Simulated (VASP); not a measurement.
# MnO2 (Pnnm) in VASP: single point with PBE

Aim: the single point of MnO2 with PBE.

Program: VASP 6.6.1. These are calculated values, not measurements. Logs are shortened: lines on timing, memory, paths and dates and some standing lists are left out, and cuts for length are marked.

## 1. The cell of the first run

Symmetry: Pnnm, No. 58, orthorhombic system. The conventional cell has a = 4.331 Å, b = 4.462 Å, c = 2.862 Å, α = 90.00°, β = 90.00°, γ = 90.00°. Within 2.5 Å of Mn (site symmetry 2/m) lie 6 O at 1.88 to 1.90 Å. Within 2.5 Å of O (site symmetry m) lie 3 Mn at 1.88 to 1.90 Å and 1 O at 2.44 Å.

## 2. Single point, PBE, collinear spin, ferromagnetic start

File INCAR:

```
SYSTEM = MnO2
  ALGO = Normal
  EDIFF = 1E-6
  ENCUT = 520
  GGA = PE
  ISIF = 2
  ISMEAR = -1
  ISPIN = 2
  LASPH = .TRUE.
  LCHARG = .FALSE.
  LMAXMIX = 4
  LORBIT = 11
  LREAL = .FALSE.
  LWAVE = .FALSE.
  MAGMOM = 4 4 0 0 0 0
  NBANDS = 38
  NELM = 150
  PREC = Accurate
  SIGMA = 0.05
```

File KPOINTS:

```
k-points
0
G
  6 6 9
  0 0 0
```

File POSCAR:

```
MnO2
1.0
    4.3305759700      0.0000000000      0.0000000000
    0.0000000000      4.4623126700      0.0000000000
    0.0000000000      0.0000000000      2.8624768000
Mn O
2 4
Direct
    0.5000000000      0.5000000000      0.5000000000
    0.0000000000      0.0000000000      0.0000000000
    0.2139923600      0.8229626700      0.5000000000
    0.2860076400      0.3229626700      0.0000000000
    0.7139923600      0.6770373300      0.0000000000
    0.7860076400      0.1770373300      0.5000000000
```

Potentials or basis: VASP PAW PBE potentials, release 64 (Mn_pv, O).

Started as:

```bash
$ cat potpaw_PBE.64/Mn_pv/POTCAR potpaw_PBE.64/O/POTCAR > POTCAR
$ mpirun -np 1 vasp_std > vasp.out
```

OUTCAR:

```text
SYSTEM = MnO2
   EDIFF = 1E-6
   ENCUT = 520
   GGA = PE
   ISIF = 2
   ISMEAR = -1
   ISPIN = 2
   LASPH = .TRUE.
   LORBIT = 11
   LREAL = .FALSE.
   NELM = 150
   PREC = Accurate

 ion  position               nearest neighbor table
   1  0.500  0.500  0.500-   4 1.88   5 1.88   4 1.88   5 1.88   3 1.90   6 1.90
   2  0.000  0.000  0.000-   3 1.88   6 1.88   3 1.88   6 1.88   5 1.90   4 1.90
   3  0.214  0.823  0.500-   2 1.88   2 1.88   1 1.90
   4  0.286  0.323  0.000-   1 1.88   1 1.88   2 1.90
   5  0.714  0.677  0.000-   1 1.88   1 1.88   2 1.90
   6  0.786  0.177  0.500-   2 1.88   2 1.88   1 1.90

  LATTYP: Found a simple orthorhombic cell.
 ALAT       =     2.8624768000
 B/A-ratio  =     1.5128772293
 C/A-ratio  =     1.5588991568

  Lattice vectors:

 A1 = (   0.0000000000,   0.0000000000,   2.8624768000)
 A2 = (   4.3305759700,   0.0000000000,   0.0000000000)
 A3 = (   0.0000000000,   4.4623126700,   0.0000000000)

Analysis of symmetry for initial positions (statically):
=====================================================================
 Subroutine PRICEL returns:
 Original cell was already a primitive cell.

 Routine SETGRP: Setting up the symmetry group for a
 simple orthorhombic supercell.

 Subroutine GETGRP returns: Found  8 space group operations
 (whereof  4 operations were pure point group operations)
 out of a pool of  8 trial point group operations.

The static configuration has the point symmetry C_2h.
 The point group associated with its full space group is D_2h.

Analysis of symmetry for dynamics (positions and initial velocities):
=====================================================================
 Subroutine PRICEL returns:
 Original cell was already a primitive cell.

 Routine SETGRP: Setting up the symmetry group for a
 simple orthorhombic supercell.

 Subroutine GETGRP returns: Found  8 space group operations
 (whereof  4 operations were pure point group operations)
 out of a pool of  8 trial point group operations.

The dynamic configuration has the point symmetry C_2h.
 The point group associated with its full space group is D_2h.

Analysis of structural, dynamic, and magnetic symmetry:
=====================================================================
 Subroutine PRICEL returns:
 Original cell was already a primitive cell.

 Routine SETGRP: Setting up the symmetry group for a
 simple orthorhombic supercell.

 Subroutine GETGRP returns: Found  8 space group operations
 (whereof  4 operations were pure point group operations)
 out of a pool of  8 trial point group operations.

The overall configuration has the point symmetry C_2h.
 The point group associated with its full space group is D_2h.

 Subroutine INISYM returns: Found  8 space group operations
 (whereof  4 operations are pure point group operations),
 and found     1 'primitive' translations

----------------------------------------------------------------------------------------

                                     Primitive cell

  volume of cell :      55.3156

  direct lattice vectors                    reciprocal lattice vectors
     4.330575970  0.000000000  0.000000000     0.230916166  0.000000000  0.000000000
     0.000000000  4.462312670  0.000000000     0.000000000  0.224099043  0.000000000
     0.000000000  0.000000000  2.862476800     0.000000000  0.000000000  0.349347810

  length of vectors
     4.330575970  4.462312670  2.862476800     0.230916166  0.224099043  0.349347810

  position of ions in fractional coordinates (direct lattice)
     0.500000000  0.500000000  0.500000000
     0.000000000  0.000000000  0.000000000
     0.213992360  0.822962670  0.500000000
     0.286007640  0.322962670  0.000000000
     0.713992360  0.677037330  0.000000000
     0.786007640  0.177037330  0.500000000

  ion indices of the primitive-cell ions
   primitive index   ion index
                 1           1
                 2           2
                 3           3
                 4           4
                 5           5
                 6           6

----------------------------------------------------------------------------------------

 KPOINTS: k-points

Automatic generation of k-mesh.
 Grid dimensions read from file:
 generate k-points for:    6    6    9

 Generating k-lattice:

  Cartesian coordinates                     Fractional coordinates (reciprocal lattice)
     0.038486028  0.000000000  0.000000000     0.166666667  0.000000000  0.000000000
     0.000000000  0.037349841  0.000000000     0.000000000  0.166666667  0.000000000
     0.000000000  0.000000000  0.038816423     0.000000000  0.000000000  0.111111111

  Length of vectors
     0.038486028  0.037349841  0.038816423

  Shift w.r.t. Gamma in fractional coordinates (k-lattice)
     0.000000000  0.000000000  0.000000000

 Subroutine IBZKPT returns following result:
 ===========================================

 Found     80 irreducible k-points:

 Following reciprocal coordinates:
            Coordinates               Weight
  0.000000  0.000000  0.000000      1.000000
  0.166667  0.000000  0.000000      2.000000
  0.333333  0.000000  0.000000      2.000000
  0.500000  0.000000  0.000000      1.000000
  0.000000  0.166667  0.000000      2.000000
  0.166667  0.166667  0.000000      4.000000
[... 16 lines left out ...]
  0.333333  0.166667  0.111111      8.000000
  0.500000  0.166667  0.111111      4.000000
 [... further k-points ...]
   k-points           NKPTS =     80   k-points in BZ     NKDIM =     80   number of bands    NBANDS=     38
   number of dos      NEDOS =    301   number of ions     NIONS =      6
   total plane-waves  NPLWV =  27648
   dimension x,y,z NGX =    32 NGY =   36 NGZ =   24
   dimension x,y,z NGXF=    64 NGYF=   72 NGZF=   48
   ions per type =               2   4
   NGX,Y,Z   is equivalent  to a cutoff of  12.28, 13.41, 13.94 a.u.
   NGXF,Y,Z  is equivalent  to a cutoff of  24.57, 26.82, 27.88 a.u.
 SYSTEM =  MnO2
   PREC   = accura    normal or accurate (medium, high low for compatibility)
   ISTART =      0    job   : 0-new  1-cont  2-samecut
   ICHARG =      2    charge: 1-file 2-atom 10-const
   ISPIN  =      2    spin polarized calculation?
   LNONCOLLINEAR =      F non collinear calculations
   LSORBIT =      F    spin-orbit coupling
   LASPH  =      T    aspherical Exc in radial PAW
   ENCUT  =  520.0 eV  38.22 Ry    6.18 a.u.   8.05  8.30  5.32*2*pi/ulx,y,z
   NELM   =    150;   NELMIN=  2; NELMDL= -5     # of ELM steps
   EDIFF  = 0.1E-05   stopping-criterion for ELM
   LREAL  =      F    real-space projection
[... 7 lines left out ...]
   TEBEG  =    0.0;   TEEND  =   0.0 temperature during run
   PSTRESS=    0.0 pullay stress
   NELECT =      50.0000    total number of electrons
   NUPDOWN=      -1.0000    fix difference up-down
   EMIN   =  10.00;   EMAX   =-10.00  energy-range for DOS
   EFERMI =   0.00;   METHOD = LEGACY
   ISMEAR =    -1;   SIGMA  =   0.05  broadening in eV -4-tet -1-fermi 0-gaus
   EFERMI_NEDOS =   21; number of points for ismear=-14 and -15
   IALGO  =     38    algorithm
   IMIX   =      4    mixing-type and parameters
     AMIX     =   0.40;   BMIX     =  1.00
     AMIX_MAG =   1.60;   BMIX_MAG =  1.00
  volume/ion in A,a.u.               =       9.22        62.21
  Fermi-wavevector in a.u.,A,eV,Ry     =   1.582884  2.991216 34.089672  2.505520
  Thomas-Fermi vector in A             =   2.682739
   LORBIT       =     11    0 simple, 1 ext, 2 COOP (PROOUT), +10 PAW based schemes
   GGA     = PE    functional components
   LHFCALC =     F    Hartree Fock is set to
   AEXX    =    0.0000 exact exchange contribution
   IVDW    =     0    specifies the selected vdW correction
   LEPSILON=     F    determine dielectric tensor
   LRPA    =     F    only Hartree local field effects (RPA)
 spin polarized calculation
  energy-cutoff  :      520.00
  volume of cell :       55.32
 maximum number of plane-waves:      1512
   NGX = 17   NGY = 17   NGZ = 11

 number of electron      50.0000043 magnetization       5.9918890

 Free energy of the ion-electron system (eV)
  ---------------------------------------------------
  ext. energy  EPLUGINS =         0.00000000
  ---------------------------------------------------
  free energy    TOTEN  =       -47.69529555 eV

  energy without entropy =      -47.69320980  energy(sigma->0) =      -47.69425268

 E-fermi :   5.5515     XC(G=0): -12.0527

 val. band max:        5.4406891736   @ k =   0.5000   0.5000   0.0000
 cond. band min:       5.5793394691   @ k =   0.0000   0.0000   0.0000
 fundamental gap:      0.1386502955
 Fermi energy:         5.5515390667

 spin component 1

 k-point     1 :       0.0000    0.0000    0.0000
  band No.  band energies     occupation
      1     -45.2852      1.00000
      2     -45.2775      1.00000
      3     -45.2267      1.00000
      4     -45.2166      1.00000
      5     -45.1418      1.00000
      6     -45.1331      1.00000
[... 949 lines left out ...]
     36      18.0364      0.00000
     37      21.2103      0.00000

 [... further k-points ...]

 spin component 2

 k-point     1 :       0.0000    0.0000    0.0000
  band No.  band energies     occupation
      1     -42.3009      1.00000
      2     -42.2914      1.00000
      3     -42.2467      1.00000
      4     -42.2295      1.00000
      5     -42.1520      1.00000
      6     -42.1366      1.00000
[... 949 lines left out ...]
     36      18.6880      0.00000
     37      21.6055      0.00000

 [... further k-points ...]

 [bands above 37 left out]

------------------------ aborting loop because EDIFF is reached ----------------------------------------

  FORCE on cell =-STRESS in cart. coord.  units (eV):
  Direction    XX          YY          ZZ          XY          YZ          ZX
  --------------------------------------------------------------------------------------
  -------------------------------------------------------------------------------------
  Total        2.3767334      2.5015766      2.3073556      0.0000000      0.0000000      0.0000000
  in kB       68.8404060     72.4564001     66.8309266      0.0000000      0.0000000      0.0000000
  external PRESSURE =      69.3759109 kB  Pullay stress =       0.0000000 kB

 VOLUME and BASIS-vectors are now :
 -----------------------------------------------------------------------------
  energy-cutoff  :      520.00
  volume of cell :       55.32
      direct lattice vectors                 reciprocal lattice vectors
     4.330575970  0.000000000  0.000000000     0.230916166  0.000000000  0.000000000
     0.000000000  4.462312670  0.000000000     0.000000000  0.224099043  0.000000000
     0.000000000  0.000000000  2.862476800     0.000000000  0.000000000  0.349347810

 POSITION                                       TOTAL-FORCE (eV/Angst)
 -----------------------------------------------------------------------------------
      2.16529      2.23116      1.43124         0.000000      0.000000      0.000000
      0.00000      0.00000      0.00000         0.000000      0.000000      0.000000
      0.92671      3.67232      1.43124         0.069406      0.009158      0.000000
      1.23858      1.44116      0.00000        -0.069406      0.009158     -0.000000
      3.09200      3.02115      0.00000         0.069406     -0.009158      0.000000
      3.40387      0.79000      1.43124        -0.069406     -0.009158     -0.000000
 -----------------------------------------------------------------------------------
    total drift:                                0.000000     -0.000000     -0.000000

  FREE ENERGIE OF THE ION-ELECTRON SYSTEM (eV)
  ---------------------------------------------------
  free  energy   TOTEN  =       -47.6952955513 eV

  energy  without entropy=      -47.6932098018  energy(sigma->0) =      -47.69425268

 total charge

# of ion       s       p       d       tot
------------------------------------------
    1        0.354   6.468   4.900  11.723
    2        0.354   6.468   4.900  11.723
    3        1.570   3.464   0.000   5.035
    4        1.570   3.464   0.000   5.035
    5        1.570   3.464   0.000   5.035
    6        1.570   3.464   0.000   5.035
--------------------------------------------------
tot          6.989  26.794   9.801  43.583

 magnetization (x)

# of ion       s       p       d       tot
------------------------------------------
    1        0.018   0.030   2.659   2.707
    2        0.018   0.030   2.659   2.707
    3        0.001   0.090   0.000   0.091
    4        0.001   0.090   0.000   0.091
    5        0.001   0.090   0.000   0.091
    6        0.001   0.090   0.000   0.091
--------------------------------------------------
tot          0.042   0.420   5.318   5.779
```

Run time: 4.6 min. Hardware: 1 thread of Intel Xeon 8259CL, shared host; peak memory 0.35 GiB.

Results:

```yaml
Free_energy: -47.6953 eV
Pressure: 6.9 GPa
Largest_force: 0.070 eV/Å
Band_gap_on_the_k_mesh: 0.14 eV (least direct gap 0.19 eV)
Net_moment: 5.99 μB per cell
Site_moments: Mn +2.71; O +0.09 μB
Valence_electrons_inside_the_program's_atomic_spheres: Mn 11.72; O 5.04
```

Forces in eV/Å, atoms in the order of the input:
```
Mn   0.000  0.000  0.000
Mn   0.000  0.000  0.000
O    0.069  0.009  0.000
O   -0.069  0.009  0.000
O    0.069 -0.009  0.000
O   -0.069 -0.009  0.000
```

Stress tensor (GPa, compression positive):
```
6.88 0.00 0.00
0.00 7.25 0.00
0.00 0.00 6.68
```

Caveat: the cell stands under pressure; the run started ferromagnetic, and an antiferromagnetic order may lie lower in energy. A k mesh can miss the band edges.
